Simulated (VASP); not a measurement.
Crystal: C.

```
C
1.0
     2.50320    0.06258    0.00000
    -1.19740    2.13654    0.00000
     0.00000    0.00000    4.16887
C
4
Direct
  0.33269 0.66703 0.00029
  0.66731 0.33297 0.50029
  0.33269 0.66703 0.37471
  0.66731 0.33297 0.87471
```

This cell differs from its parent crystal: shear xy strain +5.0%.

Base run:

```yaml
Program: VASP 6.6.1
Functional: r2SCAN
Potentials_or_basis: VASP PAW PBE potentials, release 64 (C)
Cutoff: 520 eV
k_mesh: 12 × 12 × 6
Occupations: gaussian, width 0.01 eV
Spin: no spin polarisation
```

Its results: band gap on the k mesh 3.38 eV, indirect (least direct gap 4.48 eV); pressure 2.0 GPa; largest force 0.018 eV/Å.

Question: The run is repeated on the same cell with these changes: functional from r2SCAN to PBE; occupations from gaussian, width 0.01 eV to fermi-dirac, width 0.02 eV. What comes out?

Answer: Band gap on the k mesh 3.13 eV, indirect (least direct gap 4.29 eV); pressure 5.7 GPa; largest force 0.060 eV/Å.

Caveats: the PAW data sets were made with another functional, which shifts forces and pressure a little (some runs).

A k mesh can miss the band edges.
